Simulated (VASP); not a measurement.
Here is a VASP 6.6.1 calculation.

The input INCAR:

```
PREC = Accurate
ENCUT = 520
EDIFF = 1E-6
ISMEAR = 0
SIGMA = 0.1
LREAL = False
LASPH = True
NELM = 100
ALGO = Fast
ISIF = 2
LWAVE = False
LCHARG = False
GGA = PS
NBANDS = 19
```

File KPOINTS:

```
Automatic mesh
0
Gamma
  18 18 10
```

Contents of POSCAR:

```
Ti
1.0
    2.9004758374      0.0000000000      0.0000000000
   -1.4502379187      2.5118857582      0.0000000000
    0.0000000000      0.0000000000      4.5909212534
Ti
2
Direct
    0.3333333333      0.6666666667      0.2500000000
    0.6666666667      0.3333333333      0.7500000000
```

Potentials or basis: VASP PAW PBE potentials, release 64 (Ti_sv).

The run is started by

```console
$ cat potpaw_PBE.64/Ti_sv/POTCAR > POTCAR
$ mpirun -np 1 vasp_std > vasp.out
```

Estimate the band gap on the k mesh.

zero (bands 12 and 13 overlap by 1.11 eV).

What does it give for the pressure?

-0.4 GPa.

Caveat: the PAW data sets were made with another functional, which shifts forces and pressure a little.
